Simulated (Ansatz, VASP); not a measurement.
## Two plane-wave programs on SiC

```xyz
8
Lattice="-1.5388 -2.6652 0.0000 1.5388 -2.6652 0.0000 0.0000 -4.8865 10.0768" Properties=species:S:1:pos:R:3 pbc="T T T"
Si    0.0000   -1.7768    5.9860
Si    0.0000   -3.5537    0.9476
Si    0.0000    0.0000    3.4673
Si    0.0000    0.0000    8.5057
C     0.0000   -1.7768    4.0912
C     0.0000   -3.5537    9.1296
C    -1.5388   -2.6652    1.5787
C    -1.5388   -2.6652    6.6171
```

Alike in both runs: task single point; functional r2SCAN; k mesh 8 × 8 × 3; occupations gaussian, width 0.05 eV; no spin polarisation.

```csv
,VASP,Ansatz
version,VASP 6.6.1,Ansatz 0.2.0
potentials or method,"VASP PAW PBE potentials, release 64 (Si, C), cutoff 520 eV","scalar-relativistic, plane waves, PAW"
valence electrons in the cell,32,32
```

Ansatz gave:

- gap on the k mesh at the Fermi level (eV): 2.23
- least direct gap on the mesh (eV): 3.65
- pressure (GPa): -0.3
- traceless stress, the component that is largest in VASP (GPa): -7.22
- rms of the force components (eV/Å): 0.374

Problem. What did VASP give for the same quantities?

Solution. gap on the k mesh at the Fermi level (eV): 2.24; least direct gap on the mesh (eV): 3.66; pressure (GPa): -0.5; traceless stress, the component that is largest in VASP (GPa): -7.26; rms of the force components (eV/Å): 0.375.

VASP's potentials were made for PBE, not for r2SCAN. Atom by atom the forces differ by 0.002 eV/Å (rms over components).
